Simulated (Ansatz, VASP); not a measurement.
## Two plane-wave programs on LiNbO3

The input INCAR:

```
  PREC = Accurate
  ENCUT = 520
  EDIFF = 1E-6
  ISMEAR = 0
  SIGMA = 0.05
  LREAL = F
  LASPH = T
  NELM = 100
  ALGO = Normal
  ISIF = 2
  LWAVE = F
  LCHARG = F
  GGA = PE
  NBANDS = 45
```

Contents of KPOINTS:

```
Automatic mesh
0
Gamma
  6 6 6
```

File POSCAR:

```
LiNbO3
1.0
    2.7334000000      1.5781292259      4.5218333333
   -2.7334000000      1.5781292259      4.5218333333
    0.0000000000     -3.1562584515      4.5218333334
Li Nb O
2 2 6
Direct
    0.2500000000      0.2500000000      0.2500000000
    0.7500000000      0.7500000000      0.7500000000
    0.0000000000      0.0000000000      0.0000000000
    0.5000000000      0.5000000000      0.5000000000
    0.1303353734      0.3696646266      0.7500000000
    0.7500000000      0.1303353734      0.3696646266
    0.3696646266      0.7500000000      0.1303353734
    0.8696646266      0.6303353734      0.2500000000
    0.2500000000      0.8696646266      0.6303353734
    0.6303353734      0.2500000000      0.8696646266
```

Input for Ansatz:

```yaml
crystal:
  lattice:
    - [2.7334, 1.5781292259, 4.5218333333]
    - [-2.7334, 1.5781292259, 4.5218333333]
    - [0.0, -3.1562584515, 4.5218333334]
  atoms:
    - { symbol: Li, position: [0.25, 0.25, 0.25] }
    - { symbol: Li, position: [0.75, 0.75, 0.75] }
    - { symbol: Nb, position: [0.0, 0.0, 0.0] }
    - { symbol: Nb, position: [0.5, 0.5, 0.5] }
    - { symbol: O, position: [0.1303353734, 0.3696646266, 0.75] }
    - { symbol: O, position: [0.75, 0.1303353734, 0.3696646266] }
    - { symbol: O, position: [0.3696646266, 0.75, 0.1303353734] }
    - { symbol: O, position: [0.8696646266, 0.6303353734, 0.25] }
    - { symbol: O, position: [0.25, 0.8696646266, 0.6303353734] }
    - { symbol: O, position: [0.6303353734, 0.25, 0.8696646266] }
basis:
  ecutwfc: 520.0
kpoints:
  mp_grid: { grid: [6, 6, 6] }
hamiltonian:
  xc: pbe
  pseudopotentials: { kind: paw, azcp: { folder: soft_1 } }
scf:
  occupations: { method: gaussian, width: 0.05 }
output:
  forces: true
  stress: true
  eigenvalues: true
```

Alike in both runs: task single point; functional PBE; k mesh 6 × 6 × 6; occupations gaussian, width 0.05 eV; no spin polarisation.

|  | VASP | Ansatz |
| --- | --- | --- |
| version | VASP 6.6.1 | Ansatz 0.2.0 |
| potentials or method | VASP PAW PBE potentials, release 64 (Li_sv, Nb_sv, O), cutoff 520 eV | scalar-relativistic, plane waves, PAW |
| valence electrons in the cell | 68 | 68 |

|  | VASP | Ansatz | Ansatz less VASP |
| --- | --- | --- | --- |
| gap on the k mesh at the Fermi level (eV) | 2.20 | 2.21 | +0.012 |
| least direct gap on the mesh (eV) | 2.21 | 2.22 | +0.012 |
| rms of the force components (eV/Å) | 0.274 | 0.269 | -0.0048 |

Atom by atom the forces differ by 0.005 eV/Å (rms over components). With one functional, cell and mesh, what is left measures potentials, basis and numerics.

Noted on VASP's run: the cutoff is under 1.25 times that of the potentials, so the pressure is a little rough.
